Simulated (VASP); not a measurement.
Input of a VASP 6.6.1 run:

File INCAR:

```
SYSTEM = GePt
ALGO = Normal
EDIFF = 1E-6
ENCUT = 570
GGA = PE
GGA_COMPAT = .FALSE.
ISIF = 2
ISMEAR = 0
LASPH = .TRUE.
LCHARG = .FALSE.
LREAL = .FALSE.
LWAVE = .FALSE.
NBANDS = 23
NELM = 120
PREC = Accurate
SIGMA = 0.2
```

The input KPOINTS:

```
k-points
0
G
  6 6 5
  0 0 0
```

Contents of POSCAR:

```
GePt
1.0
    2.7800897119      0.0000000000      0.0000000000
    0.0000000000      2.7800897119      0.0000000000
    0.0000000000      0.0000000000      4.8600707007
Ge Pt
1 1
Direct
    0.0000000000      0.0000000000      0.9761792478
    0.0000000000      0.0000000000      0.4761752422
```

Potentials or basis: VASP PAW PBE potentials, release 64 (Ge_d, Pt_sv_GW).

Run with:

```bash
$ cat potpaw_PBE.64/Ge_d/POTCAR potpaw_PBE.64/Pt_sv_GW/POTCAR > POTCAR
$ mpirun -np 1 vasp_std > vasp.out
```

Problem. What does it give for the band gap on the k mesh?

Solution. Zero (bands 16 and 17 overlap by 1.53 eV).

Problem. What does it give for the pressure?

Solution. -0.6 GPa.

Stress tensor (GPa, compression positive):
```
-0.72  0.00  0.00
 0.00 -0.72  0.00
 0.00  0.00 -0.43
```

Caveat: the k points lie up to 0.38 Å⁻¹ apart, too coarse for converged energies and pressures of a metal; spin-orbit coupling is left out, which moves the levels of the heavy elements.
